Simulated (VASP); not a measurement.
# Hf (I4/mmm) in VASP: a series of runs

The runs below take Hf through single point, with PBEsol.

Program: VASP 6.6.1. These are calculated values, not measurements. Logs are shortened: lines on timing, memory, paths and dates and some standing lists are left out, and cuts for length are marked.

**1. The cell of the first run**

It takes space group I4/mmm (No. 139, tetragonal). Conventional cell: a = 3.140 Å, b = 3.140 Å, c = 4.618 Å, α = 90.00°, β = 90.00°, γ = 90.00°. Within 4.1 Å of Hf (site symmetry 4/mmm) lie 12 Hf at 3.14 to 3.20 Å.

**2. Single point, PBEsol (strain +0.000 along x and y, +0.040 along z)**

Contents of INCAR:

```
PREC = Accurate
ENCUT = 520
EDIFF = 1E-7
ISMEAR = 0
SIGMA = 0.15
LREAL = F
LASPH = T
NELM = 80
ALGO = Normal
ISIF = 2
LWAVE = F
LCHARG = F
GGA = PS
NBANDS = 11
```

Contents of KPOINTS:

```
regular mesh
0
Gamma
  18 18 18
```

Contents of POSCAR:

```
Hf
1.0
    0.0000000000      2.2200000000      2.3088000000
    2.2200000000      0.0000000000      2.3088000000
    2.2200000000      2.2200000000      0.0000000000
Hf
1
Direct
    0.0000000000      0.0000000000      0.0000000000
```

Potentials or basis: VASP PAW PBE potentials, release 64 (Hf_pv).

On the command line:

```console
$ cat potpaw_PBE.64/Hf_pv/POTCAR > POTCAR
$ mpirun -np 1 vasp_std > vasp.out
```

OUTCAR:

```text
PREC = Accurate
   ENCUT = 520
   EDIFF = 1E-7
   ISMEAR = 0
   LREAL = F
   LASPH = T
   NELM = 80
   ISIF = 2
   GGA = PS

 ion  position               nearest neighbor table
   1  0.000  0.000  0.000-

  LATTYP: Found a body centered tetragonal cell.
 ALAT       =     3.1395541085
 C/A-ratio  =     1.4707821049

  Lattice vectors:

 A1 = (  -2.2200000000,   0.0000000000,   2.3088000000)
 A2 = (   2.2200000000,   0.0000000000,   2.3088000000)
 A3 = (   0.0000000000,   2.2200000000,  -2.3088000000)

Analysis of symmetry for initial positions (statically):
=====================================================================
 Subroutine PRICEL returns:
 Original cell was already a primitive cell.

 Routine SETGRP: Setting up the symmetry group for a
 body centered tetragonal supercell.

 Subroutine GETGRP returns: Found 16 space group operations
 (whereof 16 operations were pure point group operations)
 out of a pool of 16 trial point group operations.

The static configuration has the point symmetry D_4h.

Analysis of symmetry for dynamics (positions and initial velocities):
=====================================================================
 Subroutine PRICEL returns:
 Original cell was already a primitive cell.

 Routine SETGRP: Setting up the symmetry group for a
 body centered tetragonal supercell.

 Subroutine GETGRP returns: Found 16 space group operations
 (whereof 16 operations were pure point group operations)
 out of a pool of 16 trial point group operations.

The dynamic configuration has the point symmetry D_4h.

 Subroutine INISYM returns: Found 16 space group operations
 (whereof 16 operations are pure point group operations),
 and found     1 'primitive' translations

----------------------------------------------------------------------------------------

                                     Primitive cell

  volume of cell :      22.7574

  direct lattice vectors                    reciprocal lattice vectors
     0.000000000  2.220000000  2.308800000    -0.225225225  0.225225225  0.216562717
     2.220000000  0.000000000  2.308800000     0.225225225 -0.225225225  0.216562717
     2.220000000  2.220000000  0.000000000     0.225225225  0.225225225 -0.216562717

  length of vectors
     3.202960730  3.202960730  3.139554108     0.385165178  0.385165178  0.385165178

  position of ions in fractional coordinates (direct lattice)
     0.000000000  0.000000000  0.000000000

  ion indices of the primitive-cell ions
   primitive index   ion index
                 1           1

----------------------------------------------------------------------------------------

 KPOINTS: regular mesh

Automatic generation of k-mesh.
 Grid dimensions read from file:
 generate k-points for:   18   18   18

 Generating k-lattice:

  Cartesian coordinates                     Fractional coordinates (reciprocal lattice)
    -0.012512513  0.012512513  0.012031262     0.055555556 -0.000000000  0.000000000
     0.012512513 -0.012512513  0.012031262    -0.000000000  0.055555556  0.000000000
     0.012512513  0.012512513 -0.012031262     0.000000000  0.000000000  0.055555556

  Length of vectors
     0.021398065  0.021398065  0.021398065

  Shift w.r.t. Gamma in fractional coordinates (k-lattice)
     0.000000000  0.000000000  0.000000000

 Subroutine IBZKPT returns following result:
 ===========================================

 Found    480 irreducible k-points:

 Following reciprocal coordinates:
            Coordinates               Weight
  0.000000  0.000000  0.000000      1.000000
  0.055556 -0.000000  0.000000      8.000000
  0.111111 -0.000000  0.000000      8.000000
  0.166667  0.000000  0.000000      8.000000
  0.222222 -0.000000  0.000000      8.000000
  0.277778 -0.000000  0.000000      8.000000
[... 16 lines left out ...]
 -0.277778  0.055556  0.000000      8.000000
 -0.222222  0.055556  0.000000      8.000000
 [... further k-points ...]
   k-points           NKPTS =    480   k-points in BZ     NKDIM =    480   number of bands    NBANDS=     11
   number of dos      NEDOS =    301   number of ions     NIONS =      1
   total plane-waves  NPLWV =  13824
   dimension x,y,z NGX =    24 NGY =   24 NGZ =   24
   dimension x,y,z NGXF=    48 NGYF=   48 NGZF=   48
   ions per type =               1
   NGX,Y,Z   is equivalent  to a cutoff of  12.46, 12.46, 12.71 a.u.
   NGXF,Y,Z  is equivalent  to a cutoff of  24.91, 24.91, 25.42 a.u.
 SYSTEM =  unknown system
   PREC   = accura    normal or accurate (medium, high low for compatibility)
   ISTART =      0    job   : 0-new  1-cont  2-samecut
   ICHARG =      2    charge: 1-file 2-atom 10-const
   ISPIN  =      1    spin polarized calculation?
   LNONCOLLINEAR =      F non collinear calculations
   LSORBIT =      F    spin-orbit coupling
   LASPH  =      T    aspherical Exc in radial PAW
   ENCUT  =  520.0 eV  38.22 Ry    6.18 a.u.   5.96  5.96  5.84*2*pi/ulx,y,z
   NELM   =     80;   NELMIN=  2; NELMDL= -5     # of ELM steps
   EDIFF  = 0.1E-06   stopping-criterion for ELM
   LREAL  =      F    real-space projection
   EDIFFG = 0.1E-05   stopping-criterion for IOM
   NSW    =      0    number of steps for IOM
   IBRION =     -1    ionic relax: 0-MD 1-quasi-New 2-CG
   NFREE  =      0    steps in history (QN), initial steepest desc. (CG)
   ISIF   =      2    stress and relaxation
   ISYM   =      2    0-nonsym 1-usesym 2-fastsym
   POTIM  = 0.5000    time-step for ionic-motion
   TEBEG  =    0.0;   TEEND  =   0.0 temperature during run
   PSTRESS=    0.0 pullay stress
   NELECT =      10.0000    total number of electrons
   NUPDOWN=      -1.0000    fix difference up-down
   EMIN   =  10.00;   EMAX   =-10.00  energy-range for DOS
   EFERMI =   0.00;   METHOD = LEGACY
   ISMEAR =     0;   SIGMA  =   0.15  broadening in eV -4-tet -1-fermi 0-gaus
   EFERMI_NEDOS =   21; number of points for ismear=-14 and -15
   IALGO  =     38    algorithm
   IMIX   =      4    mixing-type and parameters
     AMIX     =   0.40;   BMIX     =  1.00
     AMIX_MAG =   1.60;   BMIX_MAG =  1.00
  volume/ion in A,a.u.               =      22.76       153.57
  Fermi-wavevector in a.u.,A,eV,Ry     =   1.244612  2.351976 21.076237  1.549060
  Thomas-Fermi vector in A             =   2.378871
   LORBIT       =      0    0 simple, 1 ext, 2 COOP (PROOUT), +10 PAW based schemes
   GGA     = PS    functional components
   LHFCALC =     F    Hartree Fock is set to
   AEXX    =    0.0000 exact exchange contribution
   IVDW    =     0    specifies the selected vdW correction
   LEPSILON=     F    determine dielectric tensor
   LRPA    =     F    only Hartree local field effects (RPA)
 non-spin polarized calculation
 Gauss-broadening in eV      SIGMA  =   0.15
  energy-cutoff  :      520.00
  volume of cell :       22.76
 maximum number of plane-waves:       630
   NGX = 11   NGY = 11   NGZ = 11

 number of electron      10.0000000 magnetization

 number of electron       9.9999999 magnetization

 Free energy of the ion-electron system (eV)
  ---------------------------------------------------
  ext. energy  EPLUGINS =         0.00000000
  ---------------------------------------------------
  free energy    TOTEN  =       -10.41504322 eV

  energy without entropy =      -10.39717638  energy(sigma->0) =      -10.40610980

 E-fermi :   4.4627     XC(G=0): -11.3153

 val. band max:        4.4617742694   @ k =  -0.3333   0.3333   0.0000
 cond. band min:       4.4646643294   @ k =   0.3889   0.0556   0.0000
 fundamental gap:      0.0028900600
 Fermi energy:         4.4626937543

 k-point     1 :       0.0000    0.0000    0.0000
  band No.  band energies     occupation
      1     -25.5677      2.00000
      2     -25.5620      2.00000
      3     -25.5620      2.00000
      4      -2.6918      2.00000
      5       5.5545      0.00000
      6       6.0072      0.00000
      7       6.0072      0.00000
      8       8.2190      0.00000
      9       8.8870      0.00000
     10      15.7996      0.00000
     11      17.4492      0.00000

 k-point     2 :       0.0556   -0.0000    0.0000
  band No.  band energies     occupation
      1     -25.5888      2.00000
      2     -25.5695      2.00000
      3     -25.5645      2.00000
      4      -2.5853      2.00000
      5       5.5495      0.00000
      6       5.9523      0.00000
      7       6.0597      0.00000
      8       8.1731      0.00000
      9       8.8202      0.00000
     10      16.0391      0.00000
     11      17.4486      0.00000

 k-point     3 :       0.1111   -0.0000    0.0000
  band No.  band energies     occupation
      1     -25.6595      2.00000
      2     -25.5806      2.00000
      3     -25.5717      2.00000
      4      -2.2746      2.00000
      5       5.4009      0.00000
      6       5.9388      0.00000
      7       6.2000      0.00000
      8       8.0787      0.00000
      9       8.6588      0.00000
     10      16.6680      0.00000
     11      17.4456      0.00000

 k-point     4 :       0.1667    0.0000    0.0000
  band No.  band energies     occupation
      1     -25.7664      2.00000
      2     -25.5972      2.00000
      3     -25.5827      2.00000
      4      -1.7864      2.00000
      5       5.0744      0.00000
      6       6.0170      0.00000
      7       6.3665      0.00000
      8       8.0582      0.00000
      9       8.5150      0.00000
     10      16.9446      0.00000
     11      17.4508      0.00000
[... 239 lines left out ...]
 k-point    22 :      -0.3333    0.0556    0.0000
  band No.  band energies     occupation
      1     -26.1919      2.00000
      2     -25.6873      2.00000
      3     -25.6219      2.00000
      4       0.3933      2.00000
      5       4.4146      1.34998
      6       5.5718      0.00000
      7       6.1967      0.00000
      8       9.1864      0.00000
      9      10.0619      0.00000
     10      14.6133      0.00000
     11      17.3472      0.00000

 k-point    23 :      -0.2778    0.0556    0.0000
  band No.  band energies     occupation
      1     -26.0803      2.00000
      2     -25.6686      2.00000
      3     -25.6073      2.00000
      4      -0.1752      2.00000
      5       4.3892      1.51136
      6       5.7712      0.00000
      7       6.3863      0.00000
      8       8.6011      0.00000
      9       9.4079      0.00000
     10      15.2520      0.00000
     11      17.4464      0.00000

 k-point    24 :      -0.2222    0.0556    0.0000
  band No.  band energies     occupation
      1     -25.9528      2.00000
      2     -25.6464      2.00000
      3     -25.5926      2.00000
      4      -0.8407      2.00000
      5       4.5757      0.28660
      6       5.9346      0.00000
      7       6.5246      0.00000
      8       8.1944      0.00000
      9       8.8373      0.00000
     10      15.9911      0.00000
     11      17.4519      0.00000

 [... further k-points ...]

------------------------ aborting loop because EDIFF is reached ----------------------------------------

  FORCE on cell =-STRESS in cart. coord.  units (eV):
  Direction    XX          YY          ZZ          XY          YZ          ZX
  --------------------------------------------------------------------------------------
  -------------------------------------------------------------------------------------
  Total       -0.7016927     -0.7016927     -1.0148411      0.0000000     -0.0000000     -0.0000000
  in kB      -49.4009483    -49.4009483    -71.4473882      0.0000000     -0.0000000     -0.0000000
  external PRESSURE =     -56.7497616 kB  Pullay stress =       0.0000000 kB

 VOLUME and BASIS-vectors are now :
 -----------------------------------------------------------------------------
  energy-cutoff  :      520.00
  volume of cell :       22.76
      direct lattice vectors                 reciprocal lattice vectors
     0.000000000  2.220000000  2.308800000    -0.225225225  0.225225225  0.216562717
     2.220000000  0.000000000  2.308800000     0.225225225 -0.225225225  0.216562717
     2.220000000  2.220000000  0.000000000     0.225225225  0.225225225 -0.216562717

 POSITION                                       TOTAL-FORCE (eV/Angst)
 -----------------------------------------------------------------------------------
      0.00000      0.00000      0.00000        -0.000000      0.000000      0.000000
 -----------------------------------------------------------------------------------
    total drift:                                0.000000     -0.000000     -0.000000

  FREE ENERGIE OF THE ION-ELECTRON SYSTEM (eV)
  ---------------------------------------------------
  free  energy   TOTEN  =       -10.4150432203 eV

  energy  without entropy=      -10.3971763850  energy(sigma->0) =      -10.40610980
```

Wall time 89 s (1 thread of Intel Xeon 8259CL, shared host); peak memory 0.24 GiB.

Results:

- Free energy: -10.4150 eV
- Pressure: -5.7 GPa
- Band gap on the k mesh: zero (bands 5 and 6 overlap by 1.90 eV)

Stress tensor (GPa, compression positive):
```
-4.94  0.00  0.00
 0.00 -4.94  0.00
 0.00  0.00 -7.14
```

Caveat: the cell differs from its parent crystal (strain +0.000 along x and y, +0.040 along z); the cell stands under tension; the PAW data sets were made with another functional, which shifts forces and pressure a little; spin-orbit coupling is left out, which moves the levels of the heavy elements.

**3. Single point, PBEsol (strain +0.000 along x and y, +0.080 along z)**

Contents of INCAR:

```
SYSTEM = Hf
PREC = Accurate
ENCUT = 520
EDIFF = 1E-6
ISMEAR = 0
SIGMA = 0.15
LREAL = .FALSE.
LASPH = .TRUE.
NELM = 80
ALGO = Fast
ISIF = 2
LWAVE = .FALSE.
LCHARG = .FALSE.
GGA = PS
NBANDS = 11
```

Contents of KPOINTS:

```
Automatic mesh
0
G
  18 18 18
  0 0 0
```

Contents of POSCAR:

```
Hf
1.0
    0.0000000000      2.2200000000      2.3976000000
    2.2200000000      0.0000000000      2.3976000000
    2.2200000000      2.2200000000      0.0000000000
Hf
1
Direct
    0.0000000000      0.0000000000      0.0000000000
```

Potentials or basis: VASP PAW PBE potentials, release 64 (Hf_pv).

On the command line:

```console
$ cat potpaw_PBE.64/Hf_pv/POTCAR > POTCAR
$ mpirun -np 1 vasp_std > vasp.out
```

Wall time 99 s (1 thread of Intel Xeon 8259CL, shared host); peak memory 0.24 GiB.

Results (log left out):

| Property | Result |
| --- | --- |
| Free energy | -10.3639 eV |
| Pressure | -8.8 GPa |
| Band gap on the k mesh | zero (bands 5 and 6 overlap by 1.67 eV) |

Stress tensor (GPa, compression positive):
```
 -7.47   0.00   0.00
  0.00  -7.47   0.00
  0.00   0.00 -11.45
```

Levels at points of the mesh, in eV from the Fermi level:
| k point | band 3 | band 4 | band 5 | band 6 | band 7 | band 8 |
| --- | --- | --- | --- | --- | --- | --- |
| (0.00, 0.00, 0.00) | -30.15 | -7.01 | 0.83 | 1.70 | 1.70 | 3.28 |
| (0.50, 0.00, 0.00) | -30.21 | -3.46 | 0.48 | 0.73 | 1.64 | 5.70 |
| (0.50, 0.50, 0.00) | -30.34 | -3.17 | -1.82 | 1.55 | 6.03 | 6.48 |
| (0.50, 0.00, 0.50) | -30.37 | -2.96 | -1.94 | 2.69 | 5.74 | 6.00 |

Caveat: the cell differs from its parent crystal (strain +0.000 along x and y, +0.080 along z); the cell stands under tension; the PAW data sets were made with another functional, which shifts forces and pressure a little; spin-orbit coupling is left out, which moves the levels of the heavy elements.

**4. Single point, PBEsol (strain +0.040 along x and y, +0.080 along z)**

Contents of INCAR:

```
PREC = Accurate ; ENCUT = 520
EDIFF = 1E-7 ; ISMEAR = 0
SIGMA = 0.15 ; LREAL = F
LASPH = T ; NELM = 100
ALGO = Normal ; ISIF = 2
LWAVE = F ; LCHARG = T
GGA = PS ; LELF = T
LVHAR = T ; NBANDS = 11
```

Contents of KPOINTS:

```
regular mesh
0
Gamma
  18 18 18
```

Contents of POSCAR:

```
Hf
1.0
    0.0000000000      2.3088000000      2.3976000000
    2.3088000000      0.0000000000      2.3976000000
    2.3088000000      2.3088000000      0.0000000000
Hf
1
Direct
    0.0000000000      0.0000000000      0.0000000000
```

On the command line:

```console
$ cat potpaw_PBE.64/Hf_pv/POTCAR > POTCAR
$ mpirun -np 1 vasp_std > vasp.out
```

Run time: 2.8 min. Hardware: 1 thread of Intel Xeon 8259CL, shared host; peak memory 0.26 GiB.

Results (log left out):

* Free energy: -10.2358 eV
* Pressure: -14.1 GPa
* Band gap on the k mesh: zero (bands 5 and 6 overlap by 1.76 eV)

Stress tensor (GPa, compression positive):
```
-13.49   0.00   0.00
  0.00 -13.49   0.00
  0.00   0.00 -15.37
```

Levels at points of the mesh, in eV from the Fermi level:
| k point | band 2 | band 3 | band 4 | band 5 | band 6 | band 7 | band 8 | band 9 |
| --- | --- | --- | --- | --- | --- | --- | --- | --- |
| (0.00, 0.00, 0.00) | -30.46 | -30.46 | -6.75 | 1.05 | 1.44 | 1.44 | 3.35 | 3.90 |
| (0.50, 0.00, 0.00) | -30.55 | -30.52 | -3.28 | 0.26 | 0.93 | 1.34 | 5.29 | 5.50 |
| (0.50, 0.50, 0.00) | -30.63 | -30.63 | -2.83 | -1.66 | 1.59 | 5.43 | 5.90 | 5.90 |
| (0.50, 0.00, 0.50) | -30.69 | -30.64 | -2.71 | -1.72 | 2.12 | 5.35 | 5.71 | 6.12 |

Caveat: the cell differs from its parent crystal (strain +0.040 along x and y, +0.080 along z); the cell stands under tension; the PAW data sets were made with another functional, which shifts forces and pressure a little; spin-orbit coupling is left out, which moves the levels of the heavy elements.

**5. The runs side by side**

| cell | gap on the mesh (eV) | pressure (GPa) |
| --- | --- | --- |
| a = 3.203, b = 3.203, c = 3.140 Å, angles 60.7, 60.7, 58.7°, 1 atom | none | -5.7 |
| a = 3.268, b = 3.268, c = 3.140 Å, angles 61.3, 61.3, 57.4°, 1 atom | none | -8.8 |
| a = 3.329, b = 3.329, c = 3.265 Å, angles 60.6, 60.6, 58.7°, 1 atom | none | -14.1 |

Alike in all rows: task single point; level PBEsol; potentials or basis VASP PAW PBE potentials, release 64 (Hf_pv); no spin polarisation; k mesh 18 × 18 × 18; cutoff (eV) 520; smearing gaussian 0.15 eV.

Caveats: the cell stands under tension; the PAW data sets were made with another functional, which shifts forces and pressure a little; spin-orbit coupling is left out, which moves the levels of the heavy elements.

Total energies depend on the potentials used, so only differences within one code and one set of settings carry meaning.
